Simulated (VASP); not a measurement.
Write the native input for VASP 6.6.1 that does the following.

```yaml
Task: relaxation of cell and atoms
Functional: LDA
Potentials_or_basis: VASP PAW LDA potentials, release 64 (Ti_sv)
Cutoff: 600 eV
k_mesh: 15 × 15 × 8
Occupations: gaussian, width 0.1 eV
Spin: no spin polarisation
Dipole_correction: no
Further_INCAR_settings: ALGO = Normal; EDIFF = 1e-07; IBRION = 2; EDIFFG = -0.002; NSW = 100; ISIF = 3
```

The structure of Ti lies in POSCAR:

```
Ti
1.0
    2.8670586993      0.0000000000      0.0000000000
   -1.4335293497      2.4829456677      0.0000000000
    0.0000000000      0.0000000000      4.5197979989
Ti
2
Direct
    0.3333333333      0.6666666667      0.2500000000
    0.6666666667      0.3333333333      0.7500000000
```

These files were run (other wordings do the same):

INCAR

```
  PREC = Accurate
  ENCUT = 600
  EDIFF = 1E-7
  ISMEAR = 0
  SIGMA = 0.1
  LREAL = F
  LASPH = T
  NELM = 80
  ALGO = Normal
  ISIF = 3
  LWAVE = F
  LCHARG = F
  GGA = CA
  IBRION = 2
  NSW = 100
  EDIFFG = -0.002
```

KPOINTS

```
Automatic mesh
0
Gamma
  15 15 8
```

Potentials or basis: VASP PAW LDA potentials, release 64 (Ti_sv).

Run with:

```console
$ cat potpaw_LDA.64/Ti_sv/POTCAR > POTCAR
$ mpirun -np 1 vasp_std > vasp.out
```

Results of the run:

The relaxed volume is 16.08 Å³/atom and the relaxed cell is a = 2.864 Å, b = 2.864 Å, c = 4.527 Å, α = 90.00°, β = 90.00°, γ = 120.00°. The space group after relaxing (to 0.05 Å) is P6_3/mmc (No. 194). The energy gained by relaxing is 0.0 meV/atom and the ionic steps are 8. The pressure after relaxing is 0.0 GPa and the band gap on the k mesh is zero (band 12 reaches 9.75 eV, above the bottom of band 13 at 8.67 eV).

It took 4 min on 1 thread of AMD EPYC 9R45 (Zen 5), with other jobs on the host, peak memory 0.16 GiB.
